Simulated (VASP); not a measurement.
Here is a VASP 6.6.1 calculation.

The input INCAR:

```
SYSTEM = Ba32S31
ALGO = Normal ; EDIFF = 1E-6
ENCUT = 400 ; GGA = PS
GGA_COMPAT = .False. ; ISIF = 2
ISMEAR = -1 ; ISYM = 0
LASPH = .True. ; LCHARG = .False.
LREAL = Auto ; LWAVE = .False.
NBANDS = 290 ; NCORE = 4
NELECT = 504.0 ; NELM = 120
PREC = Accurate ; SIGMA = 0.05
```

Contents of KPOINTS:

```
Automatic mesh
0
Gamma
  1 1 1
  0.25 0.25 0.25
```

File POSCAR:

```
Ba32S31
1.0
   12.6641260000      0.0000000000      0.0000000000
    0.0000000000     12.6641260000      0.0000000000
    0.0000000000      0.0000000000     12.6641260000
S Ba
31 32
Direct
    0.2504570000      0.0001540000      0.9998100000
    0.2504580000      0.0001470000      0.4998060000
    0.2504470000      0.5001590000      0.9998230000
    0.7504620000      0.0001480000      0.9997970000
    0.7504550000      0.0001490000      0.4997990000
    0.7504490000      0.5001470000      0.9998130000
    0.7504500000      0.5001500000      0.4998110000
    0.0015190000      0.2512220000      0.9998170000
    0.0044090000      0.2541010000      0.4998120000
    0.0015180000      0.7490750000      0.9998140000
    0.0043930000      0.7462110000      0.4998150000
    0.4993710000      0.2512260000      0.9998180000
    0.4965130000      0.2541030000      0.4998170000
    0.4993720000      0.7490750000      0.9998130000
    0.4964980000      0.7462030000      0.4998220000
    0.0015330000      0.0001470000      0.2508790000
    0.0015340000      0.0001520000      0.7487310000
    0.0044180000      0.5001420000      0.2537700000
    0.0044160000      0.5001530000      0.7458680000
    0.4993860000      0.0001500000      0.2508860000
    0.4993850000      0.0001530000      0.7487370000
    0.4965230000      0.5001520000      0.2537720000
    0.4965210000      0.5001560000      0.7458740000
    0.2504600000      0.2540960000      0.2537730000
    0.2504660000      0.2540940000      0.7458770000
    0.2504560000      0.7462040000      0.2537600000
    0.2504600000      0.7462010000      0.7458650000
    0.7504660000      0.2512200000      0.2508750000
    0.7504660000      0.2512320000      0.7487250000
    0.7504570000      0.7490700000      0.2508900000
    0.7504570000      0.7490820000      0.7487400000
    0.9992100000      0.0001420000      0.9998060000
    0.9973360000      0.0001670000      0.4998060000
    0.9973260000      0.5001440000      0.9998310000
    0.9843160000      0.5001670000      0.4998310000
    0.5017150000      0.0001570000      0.9998230000
    0.5035840000      0.0001360000      0.4998180000
    0.5035710000      0.5001550000      0.9998060000
    0.5165860000      0.5001420000      0.4998060000
    0.2504440000      0.2470310000      0.9998350000
    0.2504760000      0.2340100000      0.4998370000
    0.2504570000      0.7532760000      0.9998110000
    0.2504380000      0.7662840000      0.4998010000
    0.7504450000      0.2488990000      0.9997980000
    0.7504710000      0.2470290000      0.4997970000
    0.7504590000      0.7514040000      0.9998220000
    0.7504520000      0.7532760000      0.4998230000
    0.2504560000      0.0001580000      0.2466930000
    0.2504680000      0.0001360000      0.7529390000
    0.2504730000      0.5001630000      0.2336920000
    0.2504440000      0.5001360000      0.7659520000
    0.7504580000      0.0001430000      0.2485530000
    0.7504730000      0.0001620000      0.7510570000
    0.7504660000      0.5001440000      0.2466920000
    0.7504440000      0.5001630000      0.7529370000
    0.9999050000      0.2495920000      0.2492580000
    0.9999160000      0.2496080000      0.7503510000
    0.9999100000      0.7506850000      0.2492720000
    0.9999220000      0.7506960000      0.7503620000
    0.5009970000      0.2496050000      0.2492720000
    0.5010100000      0.2496130000      0.7503620000
    0.5010060000      0.7506960000      0.2492860000
    0.5010130000      0.7507130000      0.7503750000
```

Potentials or basis: VASP PAW PBE potentials, release 64 (S, Ba_sv).

The run is started by

```console
$ cat potpaw_PBE.64/S/POTCAR potpaw_PBE.64/Ba_sv/POTCAR > POTCAR
$ mpirun -np 4 vasp_std > vasp.out
```

Estimate the largest force.

0.053 eV/Å.

Forces on the atoms (eV/Å):
```
S    0.001  0.000  0.000
S    0.001  0.000  0.000
S    0.001  0.000  0.000
S    0.000  0.000  0.000
S    0.001  0.000  0.000
S    0.001  0.000  0.000
S    0.001  0.000  0.000
S   -0.004 -0.005  0.000
S   -0.012 -0.011  0.000
S   -0.004  0.004  0.000
S   -0.012  0.012  0.000
S    0.004 -0.004  0.000
S    0.012 -0.012  0.000
S    0.004  0.003  0.000
S    0.012  0.012  0.000
S   -0.004  0.000 -0.004
S   -0.004  0.000  0.005
S   -0.012  0.000 -0.012
S   -0.012  0.000  0.012
S    0.004  0.000 -0.003
S    0.005  0.000  0.004
S    0.012  0.000 -0.012
S    0.011  0.000  0.012
S    0.000 -0.012 -0.012
S    0.000 -0.012  0.012
S    0.000  0.012 -0.012
S    0.000  0.012  0.012
S   -0.001 -0.004 -0.004
S    0.000 -0.004  0.004
S    0.000  0.004 -0.004
S    0.000  0.005  0.005
Ba   0.003  0.000  0.000
Ba   0.005 -0.001  0.000
Ba   0.005  0.000  0.000
Ba   0.053 -0.001 -0.001
Ba  -0.002  0.000  0.000
Ba  -0.005  0.000  0.000
Ba  -0.004  0.000  0.001
Ba  -0.053  0.001  0.001
Ba   0.000  0.005  0.000
Ba  -0.001  0.053 -0.001
Ba   0.000 -0.004  0.000
Ba   0.001 -0.053  0.001
Ba   0.001  0.003  0.000
Ba  -0.001  0.005  0.001
Ba   0.000 -0.003 -0.001
Ba   0.000 -0.005  0.000
Ba   0.000  0.000  0.004
Ba  -0.001  0.000 -0.005
Ba  -0.001 -0.001  0.052
Ba   0.001  0.001 -0.052
Ba   0.000  0.001  0.002
Ba   0.000  0.000 -0.003
Ba  -0.001  0.000  0.004
Ba   0.000 -0.001 -0.005
Ba   0.002  0.002  0.002
Ba   0.002  0.001 -0.001
Ba   0.001 -0.001  0.001
Ba   0.001 -0.001 -0.001
Ba  -0.001  0.001  0.002
Ba  -0.002  0.001 -0.001
Ba  -0.002 -0.002  0.001
Ba  -0.003 -0.002 -0.002
```

Caveat: the cell carries a net charge on a neutralising background, which shifts energy and pressure; the PAW data sets were made with another functional, which shifts forces and pressure a little.
